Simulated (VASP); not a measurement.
# Hf (P6/mmm) in VASP: further runs

Runs on Hf. Level: PBEsol. Tasks: single point, relaxation of cell and atoms.

Everything below comes from runs of VASP 6.6.1. Logs are shortened: lines on timing, memory, paths and dates and some standing lists are left out, and cuts for length are marked.

## Step 1: The cell of the first run

It takes space group P6/mmm (No. 191, hexagonal). Conventional cell: a = 4.919 Å, b = 4.919 Å, c = 3.061 Å, α = 90.00°, β = 90.00°, γ = 120.00°. Hf (site symmetry -6m2) has 11 Hf at 2.84 to 3.23 Å within 3.7 Å. Within 4.0 Å of Hf (site symmetry 6/mmm) lie 14 Hf at 3.06 to 3.23 Å.

## Step 2: Single point, PBEsol

The input, INCAR:

```
SYSTEM = Hf
ALGO = Fast ; EDIFF = 1E-7
ENCUT = 520 ; GGA = PS
ISIF = 2 ; ISMEAR = 0
LASPH = .TRUE. ; LCHARG = .TRUE.
LELF = .TRUE. ; LREAL = .FALSE.
LVHAR = .TRUE. ; LWAVE = .FALSE.
NBANDS = 22 ; NELM = 60
PREC = Accurate ; SIGMA = 0.1
```

The input, KPOINTS:

```
k-points
0
G
  12 12 14
  0 0 0
```

The input, POSCAR:

```
Hf
1.0
    4.9192156248      0.0000000000      0.0000000000
   -2.4596078124      4.2601656978      0.0000000000
    0.0000000000      0.0000000000      3.0610679600
Hf
3
Direct
    0.6666666667      0.3333333333      0.5000000000
    0.3333333333      0.6666666667      0.5000000000
    0.0000000000      0.0000000000      0.0000000000
```

Potentials or basis: VASP PAW PBE potentials, release 64 (Hf_pv).

Command:

```sh
$ cat potpaw_PBE.64/Hf_pv/POTCAR > POTCAR
$ mpirun -np 1 vasp_std > vasp.out
```

OUTCAR:

```text
SYSTEM = Hf
   EDIFF = 1E-7
   ENCUT = 520
   GGA = PS
   ISIF = 2
   ISMEAR = 0
   LASPH = .TRUE.
   LREAL = .FALSE.
   NELM = 60
   PREC = Accurate

 ion  position               nearest neighbor table
   1  0.667  0.333  0.500-   2 2.84   2 2.84   2 2.84   3 3.23   3 3.23   3 3.23   3 3.23   3 3.23
                             3 3.23
   2  0.333  0.667  0.500-   1 2.84   1 2.84   1 2.84   3 3.23   3 3.23   3 3.23   3 3.23   3 3.23
                             3 3.23
   3  0.000  0.000  0.000-   1 3.23   2 3.23   1 3.23   2 3.23   1 3.23   1 3.23   2 3.23   2 3.23
                             1 3.23   1 3.23   2 3.23   2 3.23

  LATTYP: Found a hexagonal cell.
 ALAT       =     4.9192156248
 C/A-ratio  =     0.6222674901

  Lattice vectors:

 A1 = (   4.9192156248,   0.0000000000,   0.0000000000)
 A2 = (  -2.4596078124,   4.2601656978,   0.0000000000)
 A3 = (   0.0000000000,   0.0000000000,   3.0610679600)

Analysis of symmetry for initial positions (statically):
=====================================================================
 Subroutine PRICEL returns:
 Original cell was already a primitive cell.

 Routine SETGRP: Setting up the symmetry group for a
 hexagonal supercell.

 Subroutine GETGRP returns: Found 24 space group operations
 (whereof 24 operations were pure point group operations)
 out of a pool of 24 trial point group operations.

The static configuration has the point symmetry D_6h.

Analysis of symmetry for dynamics (positions and initial velocities):
=====================================================================
 Subroutine PRICEL returns:
 Original cell was already a primitive cell.

 Routine SETGRP: Setting up the symmetry group for a
 hexagonal supercell.

 Subroutine GETGRP returns: Found 24 space group operations
 (whereof 24 operations were pure point group operations)
 out of a pool of 24 trial point group operations.

The dynamic configuration has the point symmetry D_6h.

 Subroutine INISYM returns: Found 24 space group operations
 (whereof 24 operations are pure point group operations),
 and found     1 'primitive' translations

----------------------------------------------------------------------------------------

                                     Primitive cell

  volume of cell :      64.1498

  direct lattice vectors                    reciprocal lattice vectors
     4.919215625  0.000000000  0.000000000     0.203284441  0.117366327  0.000000000
    -2.459607812  4.260165698  0.000000000     0.000000000  0.234732654  0.000000000
     0.000000000  0.000000000  3.061067960     0.000000000  0.000000000  0.326683371

  length of vectors
[... 88 lines left out ...]
   IBRION =     -1    ionic relax: 0-MD 1-quasi-New 2-CG
   NFREE  =      0    steps in history (QN), initial steepest desc. (CG)
   ISIF   =      2    stress and relaxation
   ISYM   =      2    0-nonsym 1-usesym 2-fastsym
   POTIM  = 0.5000    time-step for ionic-motion
   TEBEG  =    0.0;   TEEND  =   0.0 temperature during run
   PSTRESS=    0.0 pullay stress
   NELECT =      30.0000    total number of electrons
   NUPDOWN=      -1.0000    fix difference up-down
   EMIN   =  10.00;   EMAX   =-10.00  energy-range for DOS
   EFERMI =   0.00;   METHOD = LEGACY
   ISMEAR =     0;   SIGMA  =   0.10  broadening in eV -4-tet -1-fermi 0-gaus
   EFERMI_NEDOS =   21; number of points for ismear=-14 and -15
   IALGO  =     68    algorithm
   IMIX   =      4    mixing-type and parameters
     AMIX     =   0.40;   BMIX     =  1.00
     AMIX_MAG =   1.60;   BMIX_MAG =  1.00
  volume/ion in A,a.u.               =      21.38       144.30
  Fermi-wavevector in a.u.,A,eV,Ry     =   1.270721  2.401314 21.969754  1.614731
  Thomas-Fermi vector in A             =   2.403693
   LORBIT       =      0    0 simple, 1 ext, 2 COOP (PROOUT), +10 PAW based schemes
   GGA     = PS    functional components
   LHFCALC =     F    Hartree Fock is set to
   AEXX    =    0.0000 exact exchange contribution
   IVDW    =     0    specifies the selected vdW correction
   LEPSILON=     F    determine dielectric tensor
   LRPA    =     F    only Hartree local field effects (RPA)
 non-spin polarized calculation
 RMM-DIIS sequential band-by-band and
 Gauss-broadening in eV      SIGMA  =   0.10
  energy-cutoff  :      520.00
  volume of cell :       64.15
 maximum number of plane-waves:      1752
 NGX is ok and might be reduce to    40
   NGX = 19   NGY = 19   NGZ = 11

 number of electron      30.0000003 magnetization

 Free energy of the ion-electron system (eV)
  ---------------------------------------------------
  ext. energy  EPLUGINS =         0.00000000
  ---------------------------------------------------
  free energy    TOTEN  =       -31.41294785 eV

  energy without entropy =      -31.40053371  energy(sigma->0) =      -31.40674078

 E-fermi :   4.8731     XC(G=0): -11.5980

 val. band max:        4.8631251492   @ k =   0.3333   0.3333   0.2857
 cond. band min:       4.8778765707   @ k =   0.3333   0.3333   0.2143
 fundamental gap:      0.0147514215
 Fermi energy:         4.8731281044

 k-point     1 :       0.0000    0.0000    0.0000
  band No.  band energies     occupation
      1     -25.7216      2.00000
      2     -25.7216      2.00000
      3     -25.6906      2.00000
      4     -25.6906      2.00000
      5     -25.2773      2.00000
      6     -25.0134      2.00000
[... 589 lines left out ...]
     21       8.2322      0.00000
     22       9.1375      0.00000

 [... further k-points ...]

------------------------ aborting loop because EDIFF is reached ----------------------------------------

  FORCE on cell =-STRESS in cart. coord.  units (eV):
  Direction    XX          YY          ZZ          XY          YZ          ZX
  --------------------------------------------------------------------------------------
  -------------------------------------------------------------------------------------
  Total       -0.1755189     -0.1755189     -0.1055530      0.0000000      0.0000000      0.0000000
  in kB       -4.3836842     -4.3836842     -2.6362461      0.0000000      0.0000000      0.0000000
  external PRESSURE =      -3.8012048 kB  Pullay stress =       0.0000000 kB

 VOLUME and BASIS-vectors are now :
 -----------------------------------------------------------------------------
  energy-cutoff  :      520.00
  volume of cell :       64.15
      direct lattice vectors                 reciprocal lattice vectors
     4.919215625  0.000000000  0.000000000     0.203284441  0.117366327  0.000000000
    -2.459607812  4.260165698  0.000000000     0.000000000  0.234732654  0.000000000
     0.000000000  0.000000000  3.061067960     0.000000000  0.000000000  0.326683371

 POSITION                                       TOTAL-FORCE (eV/Angst)
 -----------------------------------------------------------------------------------
      2.45961      1.42006      1.53053         0.000000      0.000000     -0.000000
     -0.00000      2.84011      1.53053        -0.000000     -0.000000      0.000000
      0.00000      0.00000      0.00000         0.000000      0.000000     -0.000000
 -----------------------------------------------------------------------------------
    total drift:                                0.000000     -0.000000      0.000000

  FREE ENERGIE OF THE ION-ELECTRON SYSTEM (eV)
  ---------------------------------------------------
  free  energy   TOTEN  =       -31.4129478524 eV

  energy  without entropy=      -31.4005337115  energy(sigma->0) =      -31.40674078
```

Wall time 2.5 min (1 thread of Intel Xeon 6975P-C (Granite Rapids), shared host); peak memory 0.3 GiB.

What came out:

| Property | Result |
| --- | --- |
| Free energy | -31.4129 eV |
| Pressure | -0.4 GPa |
| Band gap on the k mesh | zero (band 15 reaches 5.27 eV, above the bottom of band 16 at 4.29 eV) |

Caveat: the PAW data sets were made with another functional, which shifts forces and pressure a little; spin-orbit coupling is left out, which moves the levels of the heavy elements.

## Step 3: Single point, PBEsol

INCAR is that of step 2.

KPOINTS is that of step 2.

POSCAR: that of step 2 with these lines changed.

```diff
@@ -4,3 +4,3 @@
    -2.4596078124      4.2601656978      0.0000000000
-    0.0000000000      0.0000000000      3.0610679600
+    0.0000000000      0.0000000000      3.0610679599
 Hf
```

Potentials or basis: VASP PAW PBE potentials, release 64 (Hf_pv).

Command:

```sh
$ cat potpaw_PBE.64/Hf_pv/POTCAR > POTCAR
$ mpirun -np 1 vasp_std > vasp.out
```

OUTCAR:

```text
SYSTEM = Hf
   EDIFF = 1E-7
   ENCUT = 520
   GGA = PS
   ISIF = 2
   ISMEAR = 0
   LASPH = .TRUE.
   LREAL = .FALSE.
   NELM = 60
   PREC = Accurate

 ion  position               nearest neighbor table
   1  0.667  0.333  0.500-   2 2.84   2 2.84   2 2.84   3 3.23   3 3.23   3 3.23   3 3.23   3 3.23
                             3 3.23
   2  0.333  0.667  0.500-   1 2.84   1 2.84   1 2.84   3 3.23   3 3.23   3 3.23   3 3.23   3 3.23
                             3 3.23
   3  0.000  0.000  0.000-   1 3.23   2 3.23   1 3.23   2 3.23   1 3.23   1 3.23   2 3.23   2 3.23
                             1 3.23   1 3.23   2 3.23   2 3.23

  LATTYP: Found a hexagonal cell.
 ALAT       =     4.9192156248
 C/A-ratio  =     0.6222674901

  Lattice vectors:

 A1 = (   4.9192156248,   0.0000000000,   0.0000000000)
 A2 = (  -2.4596078124,   4.2601656978,   0.0000000000)
 A3 = (   0.0000000000,   0.0000000000,   3.0610679599)

Analysis of symmetry for initial positions (statically):
=====================================================================
 Subroutine PRICEL returns:
 Original cell was already a primitive cell.

 Routine SETGRP: Setting up the symmetry group for a
 hexagonal supercell.

 Subroutine GETGRP returns: Found 24 space group operations
 (whereof 24 operations were pure point group operations)
 out of a pool of 24 trial point group operations.

The static configuration has the point symmetry D_6h.

Analysis of symmetry for dynamics (positions and initial velocities):
=====================================================================
 Subroutine PRICEL returns:
 Original cell was already a primitive cell.

 Routine SETGRP: Setting up the symmetry group for a
 hexagonal supercell.

 Subroutine GETGRP returns: Found 24 space group operations
 (whereof 24 operations were pure point group operations)
 out of a pool of 24 trial point group operations.

The dynamic configuration has the point symmetry D_6h.

 Subroutine INISYM returns: Found 24 space group operations
 (whereof 24 operations are pure point group operations),
[... 118 lines left out ...]
     AMIX_MAG =   1.60;   BMIX_MAG =  1.00
  volume/ion in A,a.u.               =      21.38       144.30
  Fermi-wavevector in a.u.,A,eV,Ry     =   1.270721  2.401314 21.969754  1.614731
  Thomas-Fermi vector in A             =   2.403693
   LORBIT       =      0    0 simple, 1 ext, 2 COOP (PROOUT), +10 PAW based schemes
   GGA     = PS    functional components
   LHFCALC =     F    Hartree Fock is set to
   AEXX    =    0.0000 exact exchange contribution
   IVDW    =     0    specifies the selected vdW correction
   LEPSILON=     F    determine dielectric tensor
   LRPA    =     F    only Hartree local field effects (RPA)
 non-spin polarized calculation
 RMM-DIIS sequential band-by-band and
 Gauss-broadening in eV      SIGMA  =   0.10
  energy-cutoff  :      520.00
  volume of cell :       64.15
 maximum number of plane-waves:      1752
 NGX is ok and might be reduce to    40
   NGX = 19   NGY = 19   NGZ = 11

 number of electron      30.0000003 magnetization

 Free energy of the ion-electron system (eV)
  ---------------------------------------------------
  ext. energy  EPLUGINS =         0.00000000
  ---------------------------------------------------
  free energy    TOTEN  =       -31.41294785 eV

  energy without entropy =      -31.40053371  energy(sigma->0) =      -31.40674078

 E-fermi :   4.8731     XC(G=0): -11.5980

 val. band max:        4.8631251402   @ k =   0.3333   0.3333   0.2857
 cond. band min:       4.8778765624   @ k =   0.3333   0.3333   0.2143
 fundamental gap:      0.0147514221
 Fermi energy:         4.8731280965

 k-point     1 :       0.0000    0.0000    0.0000
  band No.  band energies     occupation
      1     -25.7216      2.00000
      2     -25.7216      2.00000
      3     -25.6906      2.00000
      4     -25.6906      2.00000
      5     -25.2773      2.00000
      6     -25.0134      2.00000
[... 589 lines left out ...]
     21       8.2322      0.00000
     22       9.1375      0.00000

 [... further k-points ...]

------------------------ aborting loop because EDIFF is reached ----------------------------------------

  FORCE on cell =-STRESS in cart. coord.  units (eV):
  Direction    XX          YY          ZZ          XY          YZ          ZX
  --------------------------------------------------------------------------------------
  -------------------------------------------------------------------------------------
  Total       -0.1755185     -0.1755185     -0.1055526      0.0000000      0.0000000     -0.0000000
  in kB       -4.3836726     -4.3836726     -2.6362345      0.0000000      0.0000000     -0.0000000
  external PRESSURE =      -3.8011933 kB  Pullay stress =       0.0000000 kB

 VOLUME and BASIS-vectors are now :
 -----------------------------------------------------------------------------
  energy-cutoff  :      520.00
  volume of cell :       64.15
      direct lattice vectors                 reciprocal lattice vectors
     4.919215625  0.000000000  0.000000000     0.203284441  0.117366327  0.000000000
    -2.459607812  4.260165698  0.000000000     0.000000000  0.234732654  0.000000000
     0.000000000  0.000000000  3.061067960     0.000000000  0.000000000  0.326683371

 POSITION                                       TOTAL-FORCE (eV/Angst)
 -----------------------------------------------------------------------------------
      2.45961      1.42006      1.53053         0.000000      0.000000     -0.000000
     -0.00000      2.84011      1.53053        -0.000000      0.000000      0.000000
      0.00000      0.00000      0.00000         0.000000      0.000000      0.000000
 -----------------------------------------------------------------------------------
    total drift:                                0.000000     -0.000000      0.000000

  FREE ENERGIE OF THE ION-ELECTRON SYSTEM (eV)
  ---------------------------------------------------
  free  energy   TOTEN  =       -31.4129478525 eV

  energy  without entropy=      -31.4005337115  energy(sigma->0) =      -31.40674078
```

stdout:

```text
POSCAR found type information on POSCAR Hf
 POSCAR found :  1 types and       3 ions
 scaLAPACK will be used
 -----------------------------------------------------------------------------
|                                                                             |
|                                                                             |
|     You enforced a specific xc type in the INCAR file but a different       |
|     I HOPE YOU KNOW WHAT YOU ARE DOING!                                     |
|                                                                             |
 -----------------------------------------------------------------------------

 LDA part: xc-table for (Slater+PW92), standard interpolation
 POSCAR, INCAR and KPOINTS ok, starting setup
 FFT: planning ... GRIDC
 FFT: planning ... GRID_SOFT
 FFT: planning ... GRID
 WAVECAR not read
 entering main loop
```

It took 6.8 min on 1 thread of Intel Xeon Platinum 8488C (Sapphire Rapids), shared host; peak memory 0.3 GiB.

Results:

| Item | Value |
| --- | --- |
| Free energy | -31.4129 eV |
| Pressure | -0.4 GPa |
| Band gap on the k mesh | zero (band 15 reaches 5.27 eV, above the bottom of band 16 at 4.29 eV) |

Caveat: the PAW data sets were made with another functional, which shifts forces and pressure a little; spin-orbit coupling is left out, which moves the levels of the heavy elements.

## Step 4: Relaxation of cell and atoms, PBEsol

This run uses another cell than the first one, of 21.94 Å³/atom, 1.026 times its volume.

The input, INCAR:

```
SYSTEM = Hf
ALGO = Fast
EDIFF = 1E-6
EDIFFG = -0.005
ENCUT = 600
GGA = PS
IBRION = 2
ISIF = 3
ISMEAR = 0
LASPH = .TRUE.
LCHARG = .FALSE.
LREAL = .FALSE.
LWAVE = .FALSE.
NELM = 60
NSW = 100
PREC = Accurate
SIGMA = 0.1
```

KPOINTS is that of step 3.

The input, POSCAR:

```
Hf
1.0
    4.9623295440      0.0000000000      0.0000000000
   -2.4811647720      4.2975034470      0.0000000000
    0.0000000000      0.0000000000      3.0862322500
Hf
3
Direct
    0.6666666700      0.3333333300      0.5000000000
    0.3333333300      0.6666666700      0.5000000000
    0.0000000000      0.0000000000      0.0000000000
```

Command:

```sh
$ cat potpaw_PBE.64/Hf_pv/POTCAR > POTCAR
$ mpirun -np 1 vasp_std > vasp.out
```

Run time: 5.8 min. Hardware: 1 thread of Intel Xeon 6975P-C (Granite Rapids), shared host; peak memory 0.35 GiB.

It converged, with:

```yaml
Free_energy: -31.4142 eV
Relaxed_volume: 21.32 Å³/atom
Relaxed_cell: a = 4.913 Å, b = 4.913 Å, c = 3.060 Å, α = 90.00°, β = 90.00°, γ = 120.00°
Space_group_after_relaxing_to_0.05_Å: P6/mmm (No. 191)
Energy_gained_by_relaxing: 6.3 meV/atom
Ionic_steps: 8
Pressure_after_relaxing: 0.0 GPa
Band_gap_on_the_k_mesh: zero (band 15 reaches 5.29 eV, above the bottom of band 16 at 4.32 eV)
```

The path:
| step | energy change (eV) | largest force (eV/Å) | pressure (GPa) | volume (Å³) |
| --- | --- | --- | --- | --- |
| 1 | 0.0000 | 0.0000 | -3.20 | 65.82 |
| 2 | 0.0104 | 0.0000 | 4.37 | 61.73 |
| 3 | -0.0190 | 0.0000 | -0.01 | 63.96 |
| 4 | -0.0190 | 0.0000 | 0.03 | 63.92 |
| 5 | -0.0190 | 0.0000 | 0.04 | 63.92 |
| 6 | -0.0190 | 0.0000 | 0.04 | 63.92 |
| 7 | -0.0190 | 0.0000 | 0.04 | 63.92 |
| 8 | -0.0190 | 0.0000 | -0.02 | 63.97 |

Final structure:
```xyz
3
Lattice="4.9132 0.0000 0.0000 -2.4566 4.2550 0.0000 0.0000 0.0000 3.0598" Properties=species:S:1:pos:R:3 pbc="T T T"
Hf    2.4566    1.4183    1.5299
Hf    0.0000    2.8367    1.5299
Hf    0.0000    0.0000    0.0000
```

Levels at points of the mesh, in eV from the Fermi level:
```
           k point  band 11  band 12  band 13  band 14  band 15  band 16  band 17  band 18  band 19
(0.00, 0.00, 0.00)    -2.62    -0.62    -0.61    -0.61    -0.58    -0.58     1.13     2.19     2.19
(0.50, 0.00, 0.00)    -4.52    -3.64    -0.50    -0.45    -0.37     0.17     0.89     1.24     1.58
(0.00, 0.00, 0.50)    -2.65    -2.65    -2.17    -1.97    -1.97     1.43     1.43     2.10     2.10
(0.50, 0.00, 0.50)    -3.02    -2.09    -1.48    -0.81    -0.68     0.57     0.63     1.13     1.74
```

Caveat: the PAW data sets were made with another functional, which shifts forces and pressure a little; spin-orbit coupling is left out, which moves the levels of the heavy elements.
